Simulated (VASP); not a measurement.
# SnO2 in VASP: further runs, part 3 of 3

VASP 6.6.1. The steps go on from the part before.

### 6 Single point, r2SCAN

This run uses another cell than the first one, of 12.09 Å³/atom.

Input file POSCAR:

```
SnO2
1.0
    4.7598181113      0.0000000000      0.0000000000
    0.0000000000      4.7600576172      0.0000000000
    0.0000000000      0.0000000000      3.2007107588
Sn O
2 4
Direct
    0.5000000000      0.5000000000      0.5000000000
    0.0000000000      0.0000000000      0.0000000000
    0.3058623565      0.3059582269      0.0000000000
    0.8058623565      0.1940417731      0.5000000000
    0.1941376435      0.8059582269      0.5000000000
    0.6941376435      0.6940417731      0.0000000000
```

Input file INCAR.step1:

```
PREC = Accurate
ENCUT = 520
ISMEAR = 0
SIGMA = 0.02
LREAL = False
LASPH = True
NELM = 100
NBANDS = 35
GGA = PE
ALGO = Normal
EDIFF = 1E-4
LWAVE = True
LCHARG = False
```

Input file INCAR.step2:

```
PREC = Accurate
ENCUT = 520
EDIFF = 1E-6
ISMEAR = 0
SIGMA = 0.02
LREAL = False
LASPH = True
NELM = 100
ALGO = Normal
ISIF = 2
LWAVE = False
LCHARG = False
METAGGA = R2SCAN
LMIXTAU = True
NBANDS = 35
ISTART = 1
```

Input file KPOINTS:

```
regular mesh
0
Gamma
  6 6 8
```

Potentials or basis: VASP PAW PBE potentials, release 64 (Sn_d, O).

The run is started by

```bash
> cat potpaw_PBE.64/Sn_d/POTCAR potpaw_PBE.64/O/POTCAR > POTCAR
> cp INCAR.step1 INCAR
> mpirun -np 1 vasp_std > vasp.out
> cp INCAR.step2 INCAR
> mpirun -np 1 vasp_std > vasp.out
```

OUTCAR:

```text
PREC = Accurate
   ENCUT = 520
   EDIFF = 1E-6
   ISMEAR = 0
   LREAL = False
   LASPH = True
   NELM = 100
   ISIF = 2
   METAGGA = R2SCAN
   ISTART = 1

 ion  position               nearest neighbor table
   1  0.500  0.500  0.500-   4 2.06   5 2.06   3 2.07   6 2.07   3 2.07   6 2.07   2 3.73   2 3.73
                             2 3.73   2 3.73   2 3.73   2 3.73   2 3.73   2 3.73
   2  0.000  0.000  0.000-   3 2.06   6 2.06   5 2.07   4 2.07   4 2.07   5 2.07   1 3.73   1 3.73
                             1 3.73   1 3.73   1 3.73   1 3.73   1 3.73   1 3.73
   3  0.306  0.306  0.000-   2 2.06   1 2.07   1 2.07
   4  0.806  0.194  0.500-   1 2.06   2 2.07   2 2.07
   5  0.194  0.806  0.500-   1 2.06   2 2.07   2 2.07
   6  0.694  0.694  0.000-   2 2.06   1 2.07   1 2.07

  LATTYP: Found a simple orthorhombic cell.
 ALAT       =     3.2007107588
 B/A-ratio  =     1.4871128540
 C/A-ratio  =     1.4871876830

  Lattice vectors:

 A1 = (   0.0000000000,   0.0000000000,   3.2007107588)
 A2 = (   4.7598181113,   0.0000000000,   0.0000000000)
 A3 = (   0.0000000000,   4.7600576172,   0.0000000000)

Analysis of symmetry for initial positions (statically):
=====================================================================
 Subroutine PRICEL returns:
 Original cell was already a primitive cell.

 Routine SETGRP: Setting up the symmetry group for a
 simple orthorhombic supercell.

 Subroutine GETGRP returns: Found  8 space group operations
 (whereof  4 operations were pure point group operations)
 out of a pool of  8 trial point group operations.

The static configuration has the point symmetry C_2h.
 The point group associated with its full space group is D_2h.

Analysis of symmetry for dynamics (positions and initial velocities):
=====================================================================
 Subroutine PRICEL returns:
 Original cell was already a primitive cell.

 Routine SETGRP: Setting up the symmetry group for a
 simple orthorhombic supercell.

 Subroutine GETGRP returns: Found  8 space group operations
 (whereof  4 operations were pure point group operations)
 out of a pool of  8 trial point group operations.

The dynamic configuration has the point symmetry C_2h.
 The point group associated with its full space group is D_2h.

 Subroutine INISYM returns: Found  8 space group operations
 (whereof  4 operations are pure point group operations),
 and found     1 'primitive' translations

----------------------------------------------------------------------------------------

                                     Primitive cell

  volume of cell :      72.5185

  direct lattice vectors                    reciprocal lattice vectors
     4.759818111  0.000000000  0.000000000     0.210092062  0.000000000  0.000000000
     0.000000000  4.760057617  0.000000000     0.000000000  0.210081491  0.000000000
     0.000000000  0.000000000  3.200710759     0.000000000  0.000000000  0.312430605

  length of vectors
     4.759818111  4.760057617  3.200710759     0.210092062  0.210081491  0.312430605

  position of ions in fractional coordinates (direct lattice)
     0.500000000  0.500000000  0.500000000
     0.000000000  0.000000000  0.000000000
     0.305862357  0.305958227  0.000000000
     0.805862357  0.194041773  0.500000000
     0.194137643  0.805958227  0.500000000
     0.694137643  0.694041773  0.000000000

  ion indices of the primitive-cell ions
   primitive index   ion index
                 1           1
[... 33 lines left out ...]
            Coordinates               Weight
  0.000000  0.000000  0.000000      1.000000
  0.166667  0.000000  0.000000      2.000000
  0.333333  0.000000  0.000000      2.000000
  0.500000  0.000000  0.000000      1.000000
  0.000000  0.166667  0.000000      2.000000
  0.166667  0.166667  0.000000      4.000000
[... 16 lines left out ...]
  0.333333  0.166667  0.125000      8.000000
  0.500000  0.166667  0.125000      4.000000
 [... further k-points ...]
   k-points           NKPTS =     80   k-points in BZ     NKDIM =     80   number of bands    NBANDS=     35
   number of dos      NEDOS =    301   number of ions     NIONS =      6
   total plane-waves  NPLWV =  31104
   dimension x,y,z NGX =    36 NGY =   36 NGZ =   24
   dimension x,y,z NGXF=    72 NGYF=   72 NGZF=   48
   ions per type =               2   4
   NGX,Y,Z   is equivalent  to a cutoff of  12.57, 12.57, 12.47 a.u.
   NGXF,Y,Z  is equivalent  to a cutoff of  25.15, 25.15, 24.93 a.u.
 SYSTEM =  unknown system
   PREC   = accura    normal or accurate (medium, high low for compatibility)
   ISTART =      1    job   : 0-new  1-cont  2-samecut
   ICHARG =      0    charge: 1-file 2-atom 10-const
   ISPIN  =      1    spin polarized calculation?
   LNONCOLLINEAR =      F non collinear calculations
   LSORBIT =      F    spin-orbit coupling
   LASPH  =      T    aspherical Exc in radial PAW
   ENCUT  =  520.0 eV  38.22 Ry    6.18 a.u.   8.85  8.85  5.95*2*pi/ulx,y,z
   NELM   =    100;   NELMIN=  2; NELMDL=  0     # of ELM steps
   EDIFF  = 0.1E-05   stopping-criterion for ELM
   LREAL  =      F    real-space projection
   EDIFFG = 0.1E-04   stopping-criterion for IOM
   NSW    =      0    number of steps for IOM
   IBRION =     -1    ionic relax: 0-MD 1-quasi-New 2-CG
   NFREE  =      0    steps in history (QN), initial steepest desc. (CG)
   ISIF   =      2    stress and relaxation
   ISYM   =      2    0-nonsym 1-usesym 2-fastsym
   POTIM  = 0.5000    time-step for ionic-motion
   TEBEG  =    0.0;   TEEND  =   0.0 temperature during run
   PSTRESS=    0.0 pullay stress
   NELECT =      52.0000    total number of electrons
   NUPDOWN=      -1.0000    fix difference up-down
   EMIN   =  10.00;   EMAX   =-10.00  energy-range for DOS
   EFERMI =   0.00;   METHOD = LEGACY
   ISMEAR =     0;   SIGMA  =   0.02  broadening in eV -4-tet -1-fermi 0-gaus
   EFERMI_NEDOS =   21; number of points for ismear=-14 and -15
   IALGO  =     38    algorithm
   IMIX   =      4    mixing-type and parameters
     AMIX     =   0.40;   BMIX     =  1.00
     AMIX_MAG =   1.60;   BMIX_MAG =  1.00
  volume/ion in A,a.u.               =      12.09        81.56
  Fermi-wavevector in a.u.,A,eV,Ry     =   1.465299  2.769014 29.213088  2.147101
  Thomas-Fermi vector in A             =   2.581173
   LORBIT       =      0    0 simple, 1 ext, 2 COOP (PROOUT), +10 PAW based schemes
   METAGGA = R2SCAN    functional components
   LHFCALC =     F    Hartree Fock is set to
   AEXX    =    0.0000 exact exchange contribution
   IVDW    =     0    specifies the selected vdW correction
   LEPSILON=     F    determine dielectric tensor
   LRPA    =     F    only Hartree local field effects (RPA)
 non-spin polarized calculation
 Gauss-broadening in eV      SIGMA  =   0.02
  energy-cutoff  :      520.00
  volume of cell :       72.52
 maximum number of plane-waves:      1992
 NGX is ok and might be reduce to    36
   NGX = 17   NGY = 17   NGZ = 11

 number of electron      52.0000003 magnetization

 Free energy of the ion-electron system (eV)
  ---------------------------------------------------
  ext. energy  EPLUGINS =         0.00000000
  ---------------------------------------------------
  free energy    TOTEN  =       -84.62954438 eV

  energy without entropy =      -84.62954438  energy(sigma->0) =      -84.62954438

 E-fermi :   5.7384     XC(G=0): -11.9696

 val. band max:        5.5576814732   @ k =   0.0000   0.0000   0.0000
 cond. band min:       7.3520994006   @ k =   0.0000   0.0000   0.0000
 fundamental gap:      1.7944179274
 Fermi energy:         5.7384365248

 k-point     1 :       0.0000    0.0000    0.0000
  band No.  band energies     occupation
      1     -16.1796      2.00000
      2     -15.2663      2.00000
      3     -14.9661      2.00000
      4     -14.9661      2.00000
      5     -14.9437      2.00000
      6     -14.9051      2.00000
[... 901 lines left out ...]
     34      18.7081      0.00000
     35      19.0377      0.00000

 [... further k-points ...]
[... 5 lines left out ...]
  --------------------------------------------------------------------------------------
  -------------------------------------------------------------------------------------
  Total        0.4192835      0.4191901      0.6518074      0.0000000      0.0000000      0.0000000
  in kB        9.2633773      9.2613142     14.4006104      0.0000000      0.0000000      0.0000000
  external PRESSURE =      10.9751007 kB  Pullay stress =       0.0000000 kB

 VOLUME and BASIS-vectors are now :
 -----------------------------------------------------------------------------
  energy-cutoff  :      520.00
  volume of cell :       72.52
      direct lattice vectors                 reciprocal lattice vectors
     4.759818111  0.000000000  0.000000000     0.210092062  0.000000000  0.000000000
     0.000000000  4.760057617  0.000000000     0.000000000  0.210081491  0.000000000
     0.000000000  0.000000000  3.200710759     0.000000000  0.000000000  0.312430605

 POSITION                                       TOTAL-FORCE (eV/Angst)
 -----------------------------------------------------------------------------------
      2.37991      2.38003      1.60036         0.000000      0.000000      0.000000
      0.00000      0.00000      0.00000         0.000000      0.000000      0.000000
      1.45585      1.45638      0.00000        -0.019626     -0.019905      0.000000
      3.83576      0.92365      1.60036        -0.019626      0.019905      0.000000
      0.92406      3.83641      1.60036         0.019626     -0.019905      0.000000
      3.30397      3.30368      0.00000         0.019626      0.019905     -0.000000
 -----------------------------------------------------------------------------------
    total drift:                                0.000000      0.000000      0.000000

  FREE ENERGIE OF THE ION-ELECTRON SYSTEM (eV)
  ---------------------------------------------------
  free  energy   TOTEN  =       -84.6295443763 eV

  energy  without entropy=      -84.6295443763  energy(sigma->0) =      -84.62954438
```

Wall time 14 min (1 thread of AMD EPYC 7R43 (Zen 3), shared host); peak memory 0.26 GiB.

Results:

| Property | Result |
| --- | --- |
| Free energy | -84.6295 eV |
| Pressure | 1.1 GPa |
| Largest force | 0.028 eV/Å |
| Band gap on the k mesh | 1.79 eV |

Forces in eV/Å, atoms in the order of the input:
```
Sn   0.000  0.000  0.000
Sn   0.000  0.000  0.000
O   -0.020 -0.020  0.000
O   -0.020  0.020  0.000
O    0.020 -0.020  0.000
O    0.020  0.020  0.000
```

Stress tensor (GPa, compression positive):
```
0.93 0.00 0.00
0.00 0.93 0.00
0.00 0.00 1.44
```

Levels at points of the mesh, in eV from the valence-band top:
| k point | band 22 | band 23 | band 24 | band 25 | band 26 | band 27 | band 28 | band 29 | band 30 | band 31 |
| --- | --- | --- | --- | --- | --- | --- | --- | --- | --- | --- |
| (0.00, 0.00, 0.00) | -1.22 | -1.22 | -0.78 | -0.78 | 0.00 | 1.79 | 6.81 | 7.05 | 7.05 | 11.10 |
| (0.50, 0.00, 0.00) | -1.97 | -1.17 | -1.17 | -0.62 | -0.62 | 5.00 | 5.00 | 7.81 | 7.81 | 11.89 |
| (0.00, 0.50, 0.00) | -1.97 | -1.17 | -1.17 | -0.62 | -0.62 | 5.00 | 5.00 | 7.81 | 7.81 | 11.89 |
| (0.50, 0.50, 0.00) | -1.96 | -1.30 | -1.30 | -0.92 | -0.92 | 5.44 | 5.44 | 8.22 | 8.22 | 11.92 |
| (0.00, 0.00, 0.50) | -2.59 | -1.67 | -1.67 | -1.27 | -1.27 | 6.87 | 6.87 | 10.53 | 10.53 | 11.56 |
| (0.50, 0.00, 0.50) | -1.73 | -1.11 | -1.11 | -0.69 | -0.69 | 7.15 | 7.15 | 8.85 | 8.85 | 11.93 |
| (0.00, 0.50, 0.50) | -1.73 | -1.11 | -1.11 | -0.69 | -0.69 | 7.15 | 7.15 | 8.85 | 8.85 | 11.93 |
| (0.50, 0.50, 0.50) | -2.35 | -0.96 | -0.96 | -0.85 | -0.85 | 5.52 | 5.52 | 9.65 | 9.65 | 11.91 |

Caveat: the PAW data sets were made with another functional, which shifts forces and pressure a little; spin-orbit coupling is left out, which moves the levels of the heavy elements.

### 7 The runs side by side

```tsv
cell	gap on the mesh (eV)	pressure (GPa)	largest force (eV/Å)
a = 4.608, b = 4.609, c = 3.151 Å, 6 atoms, atomic positions A	2.75	21.5	0.02
a = 4.676, b = 4.676, c = 3.174 Å, 6 atoms, atomic positions A	2.30	11.3	0.02
a = 4.760, b = 4.760, c = 3.393 Å, 6 atoms, atomic positions B	0.95	-11.5	0.01
a = 4.760, b = 4.760, c = 3.201 Å, 6 atoms, atomic positions A	1.79	1.1	0.03
```

Alike in all rows: task single point; level r2SCAN; potentials or basis VASP PAW PBE potentials, release 64 (Sn_d, O); no spin polarisation; k mesh 6 × 6 × 8; cutoff (eV) 520; smearing gaussian 0.02 eV.

Caveats: the PAW data sets were made with another functional, which shifts forces and pressure a little; spin-orbit coupling is left out, which moves the levels of the heavy elements; the cell stands under pressure (at least some runs); the cell stands under tension (at least some runs).

Absolute energies hang on the potentials; compare differences alone.
